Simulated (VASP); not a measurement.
# SnO in VASP: single point with r2SCAN

Aim: the single point of SnO with r2SCAN.

Program: VASP 6.6.1. These are calculated values, not measurements. Logs are shortened: lines on timing, memory, paths and dates and some standing lists are left out, and cuts for length are marked.

### Step 1. The cell of the first run

The cell holds a slab with vacuum, 10 atoms: a = 3.808 Å, b = 4.934 Å, c = 22.616 Å, α = 90.00°, β = 90.00°, γ = 90.00°.

### Step 2. Single point, r2SCAN

The input, POSCAR:

```
SnO
1.0
    3.8080256383      0.0000000000      0.0000000000
    0.0000000000      4.9341313077      0.0000000000
    0.0000000000      0.0000000000     22.6160512766
Sn O
5 5
Direct
    0.5000000000      0.7770508449      0.3348323888
    0.0000000000      0.2305181873      0.4130447996
    0.5000000000      0.7702367728      0.5000000304
    0.0000000000      0.2305186292      0.5869552177
    0.5000000000      0.7770513983      0.6651676275
    0.0000000000     -0.0090698312      0.3348641166
    0.5000000000     -0.0032801523      0.4164768984
    0.0000000000      0.0068573537      0.4999999548
    0.5000000000     -0.0032798228      0.5835230960
    0.0000000000     -0.0090693717      0.6651358702
```

The input, INCAR.step1:

```
PREC     = Accurate       # precision mode
ENCUT    = 520            # plane-wave cutoff, eV
ISMEAR   = 0              # smearing method
SIGMA    = 0.05           # smearing width, eV
LREAL    = False          # projectors in reciprocal space
LASPH    = True           # aspherical terms in the spheres
NELM     = 100            # most SCF steps
LDIPOL   = True         
IDIPOL   = 3            
DIPOL    = 0.5 0.5 0.500
NBANDS   = 61             # bands
GGA      = PE             # functional
ALGO     = Normal         # electronic algorithm
EDIFF    = 1E-4           # SCF threshold, eV
LWAVE    = True           # write WAVECAR
LCHARG   = False          # write CHGCAR
```

The input, INCAR.step2:

```
PREC     = Accurate       # precision mode
ENCUT    = 520            # plane-wave cutoff, eV
EDIFF    = 1E-6           # SCF threshold, eV
ISMEAR   = 0              # smearing method
SIGMA    = 0.05           # smearing width, eV
LREAL    = False          # projectors in reciprocal space
LASPH    = True           # aspherical terms in the spheres
NELM     = 100            # most SCF steps
ALGO     = Normal         # electronic algorithm
ISIF     = 2              # what is computed and relaxed
LWAVE    = False          # write WAVECAR
LCHARG   = False          # write CHGCAR
LDIPOL   = True         
IDIPOL   = 3            
DIPOL    = 0.5 0.5 0.500
METAGGA  = R2SCAN         # meta-GGA
LMIXTAU  = True         
NBANDS   = 61             # bands
ISTART   = 1
```

The input, KPOINTS:

```
Automatic mesh
0
Gamma
  9 7 1
```

Potentials or basis: VASP PAW PBE potentials, release 64 (Sn_d, O).

Run with:

```
$ cat potpaw_PBE.64/Sn_d/POTCAR potpaw_PBE.64/O/POTCAR > POTCAR
$ cp INCAR.step1 INCAR
$ mpirun -np 1 vasp_std > vasp.out
$ cp INCAR.step2 INCAR
$ mpirun -np 1 vasp_std > vasp.out
```

OUTCAR:

```text
PREC = Accurate
   ENCUT = 520
   EDIFF = 1E-6
   ISMEAR = 0
   LREAL = False
   LASPH = True
   NELM = 100
   ISIF = 2
   METAGGA = R2SCAN
   ISTART = 1

 ion  position               nearest neighbor table
   1  0.500  0.777  0.335-   7 2.14   6 2.18   6 2.18   2 3.43   2 3.43   3 3.74   2 3.75   2 3.75

   2  0.000  0.231  0.413-   6 2.13   7 2.23   7 2.23   8 2.26   1 3.43   1 3.43   3 3.56   3 3.56
                             1 3.75   1 3.75
   3  0.500  0.770  0.500-   9 2.19   7 2.19   8 2.23   8 2.23   2 3.56   2 3.56   4 3.56   4 3.56
                             5 3.74   1 3.74
   4  0.000  0.231  0.587-  10 2.13   9 2.23   9 2.23   8 2.26   5 3.43   5 3.43   3 3.56   3 3.56
                             5 3.75   5 3.75
   5  0.500  0.777  0.665-   9 2.14  10 2.18  10 2.18   4 3.43   4 3.43   3 3.74   4 3.75   4 3.75

   6  0.000  0.991  0.335-   2 2.13   1 2.18   1 2.18
   7  0.500  0.997  0.416-   1 2.14   3 2.19   2 2.23   2 2.23
   8  0.000  0.007  0.500-   3 2.23   3 2.23   2 2.26   4 2.26
   9  0.500  0.997  0.584-   5 2.14   3 2.19   4 2.23   4 2.23
  10  0.000  0.991  0.665-   4 2.13   5 2.18   5 2.18

  LATTYP: Found a simple orthorhombic cell.
 ALAT       =     3.8080256383
 B/A-ratio  =     1.2957190356
 C/A-ratio  =     5.9390491096

  Lattice vectors:

 A1 = (   3.8080256383,   0.0000000000,   0.0000000000)
 A2 = (   0.0000000000,   4.9341313077,   0.0000000000)
 A3 = (   0.0000000000,   0.0000000000,  22.6160512766)

Analysis of symmetry for initial positions (statically):
=====================================================================
 Subroutine PRICEL returns:
 Original cell was already a primitive cell.

 Routine SETGRP: Setting up the symmetry group for a
 simple orthorhombic supercell.

 Subroutine GETGRP returns: Found  4 space group operations
 (whereof  4 operations were pure point group operations)
 out of a pool of  8 trial point group operations.

The static configuration has the point symmetry C_2v.

Analysis of symmetry for dynamics (positions and initial velocities):
=====================================================================
 Subroutine PRICEL returns:
 Original cell was already a primitive cell.

 Routine SETGRP: Setting up the symmetry group for a
 simple orthorhombic supercell.

 Subroutine GETGRP returns: Found  4 space group operations
 (whereof  4 operations were pure point group operations)
 out of a pool of  8 trial point group operations.

The dynamic configuration has the point symmetry C_2v.

 Subroutine INISYM returns: Found  4 space group operations
 (whereof  4 operations are pure point group operations),
 and found     1 'primitive' translations

----------------------------------------------------------------------------------------

                                     Primitive cell

  volume of cell :     424.9397

  direct lattice vectors                    reciprocal lattice vectors
     3.808025638  0.000000000  0.000000000     0.262603274  0.000000000  0.000000000
     0.000000000  4.934131308  0.000000000     0.000000000  0.202669921  0.000000000
     0.000000000  0.000000000 22.616051277     0.000000000  0.000000000  0.044216384

  length of vectors
     3.808025638  4.934131308 22.616051277     0.262603274  0.202669921  0.044216384

  position of ions in fractional coordinates (direct lattice)
     0.500000000  0.777050845  0.334832389
     0.000000000  0.230518187  0.413044800
     0.500000000  0.770236773  0.500000030
     0.000000000  0.230518629  0.586955218
     0.500000000  0.777051398  0.665167627
     0.000000000  0.990930169  0.334864117
     0.500000000  0.996719848  0.416476898
     0.000000000  0.006857354  0.499999955
     0.500000000  0.996720177  0.583523096
     0.000000000  0.990930628  0.665135870

  ion indices of the primitive-cell ions
   primitive index   ion index
                 1           1
                 2           2
                 3           3
                 4           4
                 5           5
                 6           6
                 7           7
                 8           8
                 9           9
                10          10

----------------------------------------------------------------------------------------

 KPOINTS: Automatic mesh

Automatic generation of k-mesh.
 Grid dimensions read from file:
 generate k-points for:    9    7    1

 Generating k-lattice:

  Cartesian coordinates                     Fractional coordinates (reciprocal lattice)
     0.029178142  0.000000000  0.000000000     0.111111111  0.000000000  0.000000000
     0.000000000  0.028952846  0.000000000     0.000000000  0.142857143  0.000000000
     0.000000000  0.000000000  0.044216384     0.000000000  0.000000000  1.000000000

  Length of vectors
     0.029178142  0.028952846  0.044216384

  Shift w.r.t. Gamma in fractional coordinates (k-lattice)
     0.000000000  0.000000000  0.000000000

 Subroutine IBZKPT returns following result:
 ===========================================

 Found     20 irreducible k-points:

 Following reciprocal coordinates:
            Coordinates               Weight
  0.000000  0.000000  0.000000      1.000000
  0.111111  0.000000  0.000000      2.000000
  0.222222  0.000000  0.000000      2.000000
  0.333333  0.000000  0.000000      2.000000
  0.444444  0.000000  0.000000      2.000000
  0.000000  0.142857  0.000000      2.000000
[... 12 lines left out ...]
  0.333333  0.428571  0.000000      4.000000
  0.444444  0.428571  0.000000      4.000000
   k-points           NKPTS =     20   k-points in BZ     NKDIM =     20   number of bands    NBANDS=     61
   number of dos      NEDOS =    301   number of ions     NIONS =     10
   total plane-waves  NPLWV = 188160
   dimension x,y,z NGX =    28 NGY =   40 NGZ =  168
   dimension x,y,z NGXF=    56 NGYF=   80 NGZF=  336
   ions per type =               5   5
   NGX,Y,Z   is equivalent  to a cutoff of  12.22, 13.48, 12.35 a.u.
   NGXF,Y,Z  is equivalent  to a cutoff of  24.45, 26.95, 24.70 a.u.
 SYSTEM =  unknown system
   PREC   = accura    normal or accurate (medium, high low for compatibility)
   ISTART =      1    job   : 0-new  1-cont  2-samecut
   ICHARG =      0    charge: 1-file 2-atom 10-const
   ISPIN  =      1    spin polarized calculation?
   LNONCOLLINEAR =      F non collinear calculations
   LSORBIT =      F    spin-orbit coupling
   LASPH  =      T    aspherical Exc in radial PAW
   ENCUT  =  520.0 eV  38.22 Ry    6.18 a.u.   7.08  9.17 42.05*2*pi/ulx,y,z
   NELM   =    100;   NELMIN=  2; NELMDL=  0     # of ELM steps
   EDIFF  = 0.1E-05   stopping-criterion for ELM
   LREAL  =      F    real-space projection
   EDIFFG = 0.1E-04   stopping-criterion for IOM
   NSW    =      0    number of steps for IOM
   IBRION =     -1    ionic relax: 0-MD 1-quasi-New 2-CG
   NFREE  =      0    steps in history (QN), initial steepest desc. (CG)
   ISIF   =      2    stress and relaxation
   ISYM   =      2    0-nonsym 1-usesym 2-fastsym
   POTIM  = 0.5000    time-step for ionic-motion
   TEBEG  =    0.0;   TEEND  =   0.0 temperature during run
   PSTRESS=    0.0 pullay stress
   NELECT =     100.0000    total number of electrons
   NUPDOWN=      -1.0000    fix difference up-down
   EMIN   =  10.00;   EMAX   =-10.00  energy-range for DOS
   EFERMI =   0.00;   METHOD = LEGACY
   ISMEAR =     0;   SIGMA  =   0.05  broadening in eV -4-tet -1-fermi 0-gaus
   EFERMI_NEDOS =   21; number of points for ismear=-14 and -15
   IALGO  =     38    algorithm
   IMIX   =      4    mixing-type and parameters
     AMIX     =   0.40;   BMIX     =  1.00
     AMIX_MAG =   1.60;   BMIX_MAG =  1.00
  volume/ion in A,a.u.               =      42.49       286.76
  Fermi-wavevector in a.u.,A,eV,Ry     =   1.010724  1.909991 13.899196  1.021562
  Thomas-Fermi vector in A             =   2.143730
   LORBIT       =      0    0 simple, 1 ext, 2 COOP (PROOUT), +10 PAW based schemes
   METAGGA = R2SCAN    functional components
   LHFCALC =     F    Hartree Fock is set to
   AEXX    =    0.0000 exact exchange contribution
   IVDW    =     0    specifies the selected vdW correction
   LEPSILON=     F    determine dielectric tensor
   LRPA    =     F    only Hartree local field effects (RPA)
 non-spin polarized calculation
 Gauss-broadening in eV      SIGMA  =   0.05
  energy-cutoff  :      520.00
  volume of cell :      424.94
 maximum number of plane-waves:     11488
   NGX = 15   NGY = 19   NGZ = 85

 number of electron     100.0000005 magnetization

 dipolmoment           0.000000      0.000000     -0.000002 electrons x Angstroem

 Free energy of the ion-electron system (eV)
  ---------------------------------------------------
  ext. energy  EPLUGINS =         0.00000000
  ---------------------------------------------------
  free energy    TOTEN  =      -166.11952894 eV

  energy without entropy =     -166.11952894  energy(sigma->0) =     -166.11952894

 E-fermi :   0.4512     XC(G=0):  -5.0321

 val. band max:        0.1827937981   @ k =   0.1111   0.0000   0.0000
 cond. band min:       1.0316885045   @ k =   0.4444   0.0000   0.0000
 fundamental gap:      0.8488947064
 Fermi energy:         0.4512280622

 k-point     1 :       0.0000    0.0000    0.0000
  band No.  band energies     occupation
      1     -22.3965      2.00000
      2     -22.3779      2.00000
      3     -22.1501      2.00000
      4     -22.0904      2.00000
      5     -21.9476      2.00000
      6     -21.8157      2.00000
[... 53 lines left out ...]
     60       5.8430      0.00000
     61       5.8793      0.00000

 k-point     2 :       0.1111    0.0000    0.0000
  band No.  band energies     occupation
      1     -22.3939      2.00000
      2     -22.3788      2.00000
      3     -22.1511      2.00000
      4     -22.0954      2.00000
      5     -21.9630      2.00000
      6     -21.8243      2.00000
[... 53 lines left out ...]
     60       5.3996      0.00000
     61       5.8558      0.00000

 k-point     3 :       0.2222    0.0000    0.0000
  band No.  band energies     occupation
      1     -22.3883      2.00000
      2     -22.3832      2.00000
      3     -22.1575      2.00000
      4     -22.1115      2.00000
      5     -22.0099      2.00000
      6     -21.8411      2.00000
[... 1077 lines left out ...]
     60       5.6740      0.00000
     61       5.7135      0.00000

 k-point    20 :       0.4444    0.4286    0.0000
  band No.  band energies     occupation
      1     -22.3891      2.00000
      2     -22.3809      2.00000
      3     -22.1637      2.00000
      4     -22.1448      2.00000
      5     -22.1191      2.00000
      6     -21.8552      2.00000
[... 53 lines left out ...]
     60       5.7298      0.00000
     61       5.7842      0.00000

------------------------ aborting loop because EDIFF is reached ----------------------------------------

 vacuum level on the upper side and lower side of the slab       (xc-potential included)        -0.005        -0.005

  FORCE on cell =-STRESS in cart. coord.  units (eV):
  Direction    XX          YY          ZZ          XY          YZ          ZX
  --------------------------------------------------------------------------------------
  -------------------------------------------------------------------------------------
  Total       -2.9188217     -0.0675041      0.5814912      0.0000000      0.0000000      0.0000000
  in kB      -11.0050191     -0.2545151      2.1924332      0.0000000      0.0000000      0.0000000
  external PRESSURE =      -3.0223670 kB  Pullay stress =       0.0000000 kB

 VOLUME and BASIS-vectors are now :
 -----------------------------------------------------------------------------
  energy-cutoff  :      520.00
  volume of cell :      424.94
      direct lattice vectors                 reciprocal lattice vectors
     3.808025638  0.000000000  0.000000000     0.262603274  0.000000000  0.000000000
     0.000000000  4.934131308  0.000000000     0.000000000  0.202669921  0.000000000
     0.000000000  0.000000000 22.616051277     0.000000000  0.000000000  0.044216384

 POSITION                                       TOTAL-FORCE (eV/Angst)
 -----------------------------------------------------------------------------------
      1.90401      3.83407      7.57259         0.000000     -0.105112     -0.080090
      0.00000      1.13741      9.34144         0.000000      0.153171      0.032854
      1.90401      3.80045     11.30803         0.000000     -0.164227      0.000000
      0.00000      1.13741     13.27461         0.000000      0.153171     -0.032854
      1.90401      3.83407     15.04347         0.000000     -0.105112      0.080090
      0.00000      4.88938      7.57330         0.000000      0.008774     -0.045899
      1.90401      4.91795      9.41906        -0.000000      0.015892      0.000921
      0.00000      0.03384     11.30802         0.000000      0.018777      0.000000
      1.90401      4.91795     13.19699        -0.000000      0.015892     -0.000921
      0.00000      4.88938     15.04275         0.000000      0.008774      0.045899
 -----------------------------------------------------------------------------------
    total drift:                                0.000000      0.005091      0.000175

  FREE ENERGIE OF THE ION-ELECTRON SYSTEM (eV)
  ---------------------------------------------------
  free  energy   TOTEN  =      -166.1195289368 eV

  energy  without entropy=     -166.1195289368  energy(sigma->0) =     -166.11952894

 vacuum level on the upper side and lower side of the slab         4.524         4.524
```

It took 1.5 h on 1 thread of Oxide Virtual Turin-like, shared host; peak memory 0.68 GiB.

Results:

* Free energy: -166.1195 eV
* Largest force: 0.164 eV/Å
* Band gap on the k mesh: 0.85 eV (least direct gap 2.09 eV)

Forces in eV/Å, atoms in the order of the input:
```
Sn   0.000 -0.105 -0.080
Sn   0.000  0.153  0.033
Sn   0.000 -0.164  0.000
Sn   0.000  0.153 -0.033
Sn   0.000 -0.105  0.080
O    0.000  0.009 -0.046
O    0.000  0.016  0.001
O    0.000  0.019  0.000
O    0.000  0.016 -0.001
O    0.000  0.009  0.046
```

Levels at points of the mesh, in eV from the valence-band top:
```csv
k point,band 48,band 49,band 50,band 51,band 52,band 53
"(0.00, 0.00, 0.00)",-2.44,-1.07,-0.04,2.09,2.40,3.61
```

Caveat: the PAW data sets were made with another functional, which shifts forces and pressure a little; spin-orbit coupling is left out, which moves the levels of the heavy elements.
